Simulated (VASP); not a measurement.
# InP (zincblende type) (F-43m) in VASP: further runs

Runs on InP (zincblende type). Level: PBE. Tasks: single point, relaxation of cell and atoms.

Program: VASP 6.6.1. These are calculated values, not measurements. Logs are shortened: lines on timing, memory, paths and dates and some standing lists are left out, and cuts for length are marked.

### Step 1. The cell of the first run

The structure is cubic, space group F-43m (No. 216). Conventional cell: a = 5.959 Å, b = 5.959 Å, c = 5.959 Å, α = 90.00°, β = 90.00°, γ = 90.00°. Within 3.4 Å of In (site symmetry -43m) lie 4 P at 2.58 Å. P (site symmetry -43m) has 4 In at 2.58 Å within 3.4 Å.

### Step 2. Single point, PBE

INCAR reads:

```
SYSTEM = InP
  PREC = Accurate
  ENCUT = 520
  EDIFF = 1E-6
  ISMEAR = -1
  SIGMA = 0.02
  LREAL = .FALSE.
  LASPH = .TRUE.
  NELM = 100
  ALGO = Normal
  ISIF = 2
  LWAVE = .FALSE.
  LCHARG = .FALSE.
  GGA = PE
  NBANDS = 16
```

KPOINTS reads:

```
regular mesh
0
G
  10 10 10
  0 0 0
```

POSCAR reads:

```
InP
1.0
    0.0000000000      2.9797366548      2.9797366548
    2.9797366548      0.0000000000      2.9797366548
    2.9797366548      2.9797366548      0.0000000000
In P
1 1
Direct
    0.0000000000      0.0000000000      0.0000000000
    0.2500000000      0.2500000000      0.2500000000
```

Potentials or basis: VASP PAW PBE potentials, release 64 (In_d, P).

Launch:

```console
> cat potpaw_PBE.64/In_d/POTCAR potpaw_PBE.64/P/POTCAR > POTCAR
> mpirun -np 1 vasp_std > vasp.out
```

OUTCAR:

```text
SYSTEM = InP
   PREC = Accurate
   ENCUT = 520
   EDIFF = 1E-6
   ISMEAR = -1
   LREAL = .FALSE.
   LASPH = .TRUE.
   NELM = 100
   ISIF = 2
   GGA = PE

 ion  position               nearest neighbor table
   1  0.000  0.000  0.000-   2 2.58   2 2.58   2 2.58   2 2.58
   2  0.250  0.250  0.250-   1 2.58   1 2.58   1 2.58   1 2.58

  LATTYP: Found a face centered cubic cell.
 ALAT       =     5.9594733096

  Lattice vectors:

 A1 = (   0.0000000000,   2.9797366548,   2.9797366548)
 A2 = (   2.9797366548,   0.0000000000,   2.9797366548)
 A3 = (   2.9797366548,   2.9797366548,   0.0000000000)

Analysis of symmetry for initial positions (statically):
=====================================================================
 Subroutine PRICEL returns:
 Original cell was already a primitive cell.

 Routine SETGRP: Setting up the symmetry group for a
 face centered cubic supercell.

 Subroutine GETGRP returns: Found 24 space group operations
 (whereof 24 operations were pure point group operations)
 out of a pool of 48 trial point group operations.

The static configuration has the point symmetry T_d .

Analysis of symmetry for dynamics (positions and initial velocities):
=====================================================================
 Subroutine PRICEL returns:
 Original cell was already a primitive cell.

 Routine SETGRP: Setting up the symmetry group for a
 face centered cubic supercell.

 Subroutine GETGRP returns: Found 24 space group operations
 (whereof 24 operations were pure point group operations)
 out of a pool of 48 trial point group operations.

The dynamic configuration has the point symmetry T_d .

 Subroutine INISYM returns: Found 24 space group operations
 (whereof 24 operations are pure point group operations),
 and found     1 'primitive' translations

----------------------------------------------------------------------------------------

                                     Primitive cell

  volume of cell :      52.9132

  direct lattice vectors                    reciprocal lattice vectors
     0.000000000  2.979736655  2.979736655    -0.167800064  0.167800064  0.167800064
     2.979736655  0.000000000  2.979736655     0.167800064 -0.167800064  0.167800064
     2.979736655  2.979736655  0.000000000     0.167800064  0.167800064 -0.167800064

[... 66 lines left out ...]
   number of dos      NEDOS =    301   number of ions     NIONS =      2
   total plane-waves  NPLWV =  32768
   dimension x,y,z NGX =    32 NGY =   32 NGZ =   32
   dimension x,y,z NGXF=    64 NGYF=   64 NGZF=   64
   ions per type =               1   1
   NGX,Y,Z   is equivalent  to a cutoff of  12.62, 12.62, 12.62 a.u.
   NGXF,Y,Z  is equivalent  to a cutoff of  25.25, 25.25, 25.25 a.u.
 SYSTEM =  InP
   PREC   = accura    normal or accurate (medium, high low for compatibility)
   ISTART =      0    job   : 0-new  1-cont  2-samecut
   ICHARG =      2    charge: 1-file 2-atom 10-const
   ISPIN  =      1    spin polarized calculation?
   LNONCOLLINEAR =      F non collinear calculations
   LSORBIT =      F    spin-orbit coupling
   LASPH  =      T    aspherical Exc in radial PAW
   ENCUT  =  520.0 eV  38.22 Ry    6.18 a.u.   7.84  7.84  7.84*2*pi/ulx,y,z
   NELM   =    100;   NELMIN=  2; NELMDL= -5     # of ELM steps
   EDIFF  = 0.1E-05   stopping-criterion for ELM
   LREAL  =      F    real-space projection
[... 7 lines left out ...]
   TEBEG  =    0.0;   TEEND  =   0.0 temperature during run
   PSTRESS=    0.0 pullay stress
   NELECT =      18.0000    total number of electrons
   NUPDOWN=      -1.0000    fix difference up-down
   EMIN   =  10.00;   EMAX   =-10.00  energy-range for DOS
   EFERMI =   0.00;   METHOD = LEGACY
   ISMEAR =    -1;   SIGMA  =   0.02  broadening in eV -4-tet -1-fermi 0-gaus
   EFERMI_NEDOS =   21; number of points for ismear=-14 and -15
   IALGO  =     38    algorithm
   IMIX   =      4    mixing-type and parameters
     AMIX     =   0.40;   BMIX     =  1.00
     AMIX_MAG =   1.60;   BMIX_MAG =  1.00
  volume/ion in A,a.u.               =      26.46       178.54
  Fermi-wavevector in a.u.,A,eV,Ry     =   1.142820  2.159616 17.769716  1.306037
  Thomas-Fermi vector in A             =   2.279517
   LORBIT       =      0    0 simple, 1 ext, 2 COOP (PROOUT), +10 PAW based schemes
   GGA     = PE    functional components
   LHFCALC =     F    Hartree Fock is set to
   AEXX    =    0.0000 exact exchange contribution
   IVDW    =     0    specifies the selected vdW correction
   LEPSILON=     F    determine dielectric tensor
   LRPA    =     F    only Hartree local field effects (RPA)
 non-spin polarized calculation
  energy-cutoff  :      520.00
  volume of cell :       52.91
 maximum number of plane-waves:      1458
   NGX = 15   NGY = 15   NGZ = 15

 number of electron      18.0000005 magnetization

 Free energy of the ion-electron system (eV)
  ---------------------------------------------------
  ext. energy  EPLUGINS =         0.00000000
  ---------------------------------------------------
  free energy    TOTEN  =        -8.40801560 eV

  energy without entropy =       -8.40801557  energy(sigma->0) =       -8.40801559

 E-fermi :   4.8869     XC(G=0):  -9.0637

 val. band max:        4.6560244282   @ k =   0.0000   0.0000   0.0000
 cond. band min:       5.0953520496   @ k =   0.0000   0.0000   0.0000
 fundamental gap:      0.4393276214
 Fermi energy:         4.8868983009

 k-point     1 :       0.0000    0.0000    0.0000
  band No.  band energies     occupation
      1      -9.4383      2.00000
      2      -9.4383      2.00000
      3      -9.4383      2.00000
      4      -9.3097      2.00000
      5      -9.3097      2.00000
      6      -6.5306      2.00000
[... 433 lines left out ...]
      3      -9.3713      2.00000
      4      -9.3380      2.00000
      5      -9.2874      2.00000
      6      -4.9973      2.00000
[... 8 lines left out ...]
     15      15.1861      0.00000
     16      17.0927      0.00000

 [... further k-points ...]
[... 5 lines left out ...]
  --------------------------------------------------------------------------------------
  -------------------------------------------------------------------------------------
  Total       -0.0169046     -0.0169046     -0.0169046     -0.0000000     -0.0000000     -0.0000000
  in kB       -0.5118603     -0.5118603     -0.5118603     -0.0000000     -0.0000000     -0.0000000
  external PRESSURE =      -0.5118603 kB  Pullay stress =       0.0000000 kB

 VOLUME and BASIS-vectors are now :
 -----------------------------------------------------------------------------
  energy-cutoff  :      520.00
  volume of cell :       52.91
      direct lattice vectors                 reciprocal lattice vectors
     0.000000000  2.979736655  2.979736655    -0.167800064  0.167800064  0.167800064
     2.979736655  0.000000000  2.979736655     0.167800064 -0.167800064  0.167800064
     2.979736655  2.979736655  0.000000000     0.167800064  0.167800064 -0.167800064

 POSITION                                       TOTAL-FORCE (eV/Angst)
 -----------------------------------------------------------------------------------
      0.00000      0.00000      0.00000         0.000000      0.000000      0.000000
      1.48987      1.48987      1.48987        -0.000000     -0.000000     -0.000000
 -----------------------------------------------------------------------------------
    total drift:                               -0.000000     -0.000000     -0.000000

  FREE ENERGIE OF THE ION-ELECTRON SYSTEM (eV)
  ---------------------------------------------------
  free  energy   TOTEN  =        -8.4080156021 eV

  energy  without entropy=       -8.4080155734  energy(sigma->0) =       -8.40801559
```

OSZICAR:

```text
N       E                     dE             d eps       ncg     rms          rms(c)
DAV:   1     0.113157720204E+03    0.11316E+03   -0.83956E+03  1512   0.124E+03
DAV:   2    -0.969381527713E+00   -0.11413E+03   -0.10907E+03  1656   0.301E+02
DAV:   3    -0.859789698883E+01   -0.76285E+01   -0.75900E+01  2000   0.761E+01
DAV:   4    -0.879852091281E+01   -0.20062E+00   -0.20057E+00  1816   0.134E+01
DAV:   5    -0.880877298611E+01   -0.10252E-01   -0.10252E-01  2312   0.262E+00    0.526E+00
DAV:   6    -0.843049515829E+01    0.37828E+00   -0.61778E-01  2400   0.122E+01    0.315E+00
DAV:   7    -0.840653394807E+01    0.23961E-01   -0.14776E-01  2160   0.288E+00    0.121E+00
DAV:   8    -0.840714708644E+01   -0.61314E-03   -0.13846E-02  1888   0.137E+00    0.268E-01
DAV:   9    -0.840779017050E+01   -0.64308E-03   -0.12916E-03  1848   0.400E-01    0.143E-01
DAV:  10    -0.840793631506E+01   -0.14614E-03   -0.21547E-04  2208   0.166E-01    0.912E-02
DAV:  11    -0.840801615898E+01   -0.79844E-04   -0.12209E-04  1768   0.886E-02    0.402E-02
DAV:  12    -0.840801560212E+01    0.55685E-06   -0.71280E-06  1832   0.260E-02
   1 F= -.84080156E+01 E0= -.84080156E+01  d E =-.286759E-07
```

Run time: 41 s. Hardware: 1 thread of Intel Xeon 8259CL, shared host; peak memory 0.19 GiB.

Results:

```yaml
Free_energy: -8.4080 eV
Pressure: -0.1 GPa
Band_gap_on_the_k_mesh: 0.44 eV
```

Caveat: semilocal functionals underestimate gaps, and a narrow one can read as zero; spin-orbit coupling is left out, which moves the levels of the heavy elements.

### Step 3. Single point, PBE

This run uses another cell than the first one: it holds 4 atoms, not 2.

INCAR reads:

```
PREC = Accurate
ENCUT = 520
EDIFF = 1E-6
ISMEAR = -1
SIGMA = 0.02
LREAL = F
LASPH = T
NELM = 60
ALGO = Normal
ISIF = 2
LWAVE = F
LCHARG = F
GGA = PE
NBANDS = 26
```

KPOINTS reads:

```
Automatic mesh
0
Gamma
  6 5 6
```

POSCAR reads:

```
InP
1.0
   -2.9797366548      2.9797366548      0.0000000000
    0.0000000000      0.0000000000      5.9594733095
    2.9797366548      2.9797366548      0.0000000000
In P
2 2
Direct
    0.0000000000      0.0000000000      0.0000000000
    0.5000000000      0.5000000000      0.5000000000
    0.0000000000      0.2500000000      0.5000000000
    0.5000000000      0.7500000000      0.0000000000
```

Potentials or basis: VASP PAW PBE potentials, release 64 (In_d, P).

Launch:

```console
> cat potpaw_PBE.64/In_d/POTCAR potpaw_PBE.64/P/POTCAR > POTCAR
> mpirun -np 1 vasp_std > vasp.out
```

It took 98 s on 1 thread of Intel Xeon 8259CL, shared host; peak memory 0.24 GiB.

Results (log left out):

- Free energy: -16.8077 eV
- Pressure: -0.1 GPa
- Band gap on the k mesh: 0.44 eV

Levels at points of the mesh, in eV from the valence-band top:
| k point | band 15 | band 16 | band 17 | band 18 | band 19 | band 20 | band 21 | band 22 |
| --- | --- | --- | --- | --- | --- | --- | --- | --- |
| (0.00, 0.00, 0.00) | -2.16 | 0.00 | 0.00 | 0.00 | 0.44 | 1.84 | 2.26 | 4.09 |
| (0.50, 0.00, 0.00) | -2.63 | -2.63 | -0.95 | -0.95 | 2.88 | 2.88 | 4.99 | 4.99 |
| (0.50, 0.00, 0.50) | -2.16 | -2.16 | -2.16 | -2.16 | 1.84 | 1.84 | 2.26 | 2.26 |

Caveat: semilocal functionals underestimate gaps, and a narrow one can read as zero; spin-orbit coupling is left out, which moves the levels of the heavy elements.

### Step 4. Relaxation of cell and atoms, PBE

This run uses another cell than the first one, of 26.16 Å³/atom.

INCAR reads:

```
  PREC = Accurate
  ENCUT = 600
  EDIFF = 1E-7
  ISMEAR = -1
  SIGMA = 0.02
  LREAL = False
  LASPH = True
  NELM = 100
  ALGO = Normal
  ISIF = 3
  LWAVE = False
  LCHARG = False
  GGA = PE
  IBRION = 2
  NSW = 60
  EDIFFG = -0.005
```

KPOINTS reads:

```
Automatic mesh
0
Gamma
  10 10 10
```

POSCAR reads:

```
InP
1.0
    0.0000000000      2.9685087443      2.9685087443
    2.9685087443      0.0000000000      2.9685087443
    2.9685087443      2.9685087443      0.0000000000
In P
1 1
Direct
    0.0000000000      0.0000000000      0.0000000000
    0.2500000000      0.2500000000      0.2500000000
```

Launch:

```console
> cat potpaw_PBE.64/In_d/POTCAR potpaw_PBE.64/P/POTCAR > POTCAR
> mpirun -np 1 vasp_std > vasp.out
```

Wall time 2.4 min (1 thread of Intel Xeon 8259CL, shared host); peak memory 0.24 GiB.

It converged, with:

```
Free energy                           : -8.4080 eV
Relaxed volume                        : 26.45 Å³/atom
Relaxed cell                          : a = 4.213 Å, b = 4.213 Å, c = 4.213 Å, α = 60.00°, β = 60.00°, γ = 60.00°
Space group after relaxing (to 0.1 Å) : F-43m (No. 216)
Energy gained by relaxing             : 0.6 meV/atom
Ionic steps                           : 3
Pressure after relaxing               : 0.0 GPa
Band gap on the k mesh                : 0.44 eV
```

The path:
```
step  energy change (eV)  largest force (eV/Å)  pressure (GPa)  volume (Å³)
   1              0.0000                0.0000            0.67        52.32
   2             -0.0010                0.0000           -0.29        53.15
   3             -0.0012                0.0000            0.00        52.89
```

Final structure:
```cif
data_structure
_symmetry_space_group_name_H-M 'P 1'
_symmetry_Int_Tables_number 1
_cell_length_a 4.2135
_cell_length_b 4.2135
_cell_length_c 4.2135
_cell_angle_alpha 60.000
_cell_angle_beta 60.000
_cell_angle_gamma 60.000
_cell_volume 52.89
loop_
_atom_site_label
_atom_site_type_symbol
_atom_site_fract_x
_atom_site_fract_y
_atom_site_fract_z
_atom_site_occupancy
In1 In 0.00000 0.00000 0.00000 1
P1 P 0.25000 0.25000 0.25000 1
```

Levels at points of the mesh, in eV from the valence-band top:
```tsv
k point	band 5	band 6	band 7	band 8	band 9	band 10	band 11	band 12	band 13
(0.00, 0.00, 0.00)	-13.97	-11.19	0.00	0.00	0.00	0.44	4.09	4.09	4.09
(0.50, 0.00, 0.00)	-13.96	-9.62	-5.47	-0.90	-0.90	1.38	4.80	4.80	6.99
(0.50, 0.50, 0.00)	-13.94	-9.03	-5.54	-2.16	-2.16	1.85	2.26	8.91	9.26
```

Caveat: semilocal functionals underestimate gaps, and a narrow one can read as zero; spin-orbit coupling is left out, which moves the levels of the heavy elements.

### Step 5. Summary

```csv
task,cell,k mesh,cutoff (eV),gap on the mesh (eV),pressure (GPa)
single point,"a = 4.214 Å, angles 60.0°, 2 atoms, atomic positions A",10 × 10 × 10,520,0.44,-0.1
single point,"a = 4.214, b = 5.959 Å, 4 atoms, atomic positions B",6 × 5 × 6,520,0.44,-0.1
relaxation of cell and atoms,"relaxed from a = 4.198 Å, angles 60.0°, 2 atoms, atomic positions A",10 × 10 × 10,600,0.44,0.0
```

Alike in all rows: level PBE; potentials or basis VASP PAW PBE potentials, release 64 (In_d, P); no spin polarisation; smearing fermi-dirac 0.02 eV.

Caveats: semilocal functionals underestimate gaps, and a narrow one can read as zero; spin-orbit coupling is left out, which moves the levels of the heavy elements.

Absolute energies hang on the potentials; compare differences alone.
